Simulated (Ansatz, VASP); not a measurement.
One calculation of Sb, two programs

File INCAR:

```
SYSTEM = Sb
PREC = Accurate ; ENCUT = 520
EDIFF = 1E-8 ; ISMEAR = -1
SIGMA = 0.05 ; LREAL = .FALSE.
LASPH = .TRUE. ; NELM = 80
ALGO = Normal ; ISIF = 2
LWAVE = .FALSE. ; LCHARG = .FALSE.
GGA = PS ; LEFG = .TRUE.
NBANDS = 8
```

Contents of KPOINTS:

```
regular mesh
0
G
  19 19 19
  0 0 0
```

POSCAR

```
Sb
1.0
   -1.5100000367      1.5100000367      2.4882392632
    1.5100000367     -1.5100000367      2.4882392632
    1.5100000367      1.5100000367     -2.4882392632
Sb
1
Direct
    0.0000000000      0.0000000000      0.0000000000
```

Input for Ansatz:

```yaml
crystal:
  lattice:
    - [-1.5100000367, 1.5100000367, 2.4882392632]
    - [1.5100000367, -1.5100000367, 2.4882392632]
    - [1.5100000367, 1.5100000367, -2.4882392632]
  atoms:
    - { symbol: Sb, position: [0.0, 0.0, 0.0] }
kpoints:
  mp_grid: { grid: [19, 19, 19] }
scf:
  occupations: { method: fermi_dirac, width: 0.05 }
hamiltonian:
  xc: pbesol
  pseudopotentials: { kind: all_electron, datasets: crystal }
output:
  forces: true
  stress: true
  eigenvalues: true
  efg: { contact_densities: true }
```

Change from the starting cell: volume scaled by 1.01, crystal datasets.

Alike in both runs: task electric field gradients; functional PBEsol; k mesh 19 × 19 × 19; occupations fermi-dirac, width 0.05 eV; no spin polarisation.

|  | VASP | Ansatz |
| --- | --- | --- |
| version | VASP 6.6.1 | Ansatz 0.2.0 |
| potentials or method | VASP PAW PBE potentials, release 64 (Sb), cutoff 520 eV | all-electron PAW with datasets made for the crystal, scalar-relativistic |

```tsv
	VASP	Ansatz	Ansatz less VASP
pressure (GPa)	14.0	13.9	-0.18
traceless stress, the component that is largest in VASP (GPa)	-1.31	-1.20	+0.114
size of Vzz on the site where it differs most (V/Å²)	38.8	39.4	+0.59
```

VASP's potentials were made for PBE, not for PBEsol. Ansatz ran all-electron here, and VASP with PAW potentials.

Spin-orbit coupling is off throughout.
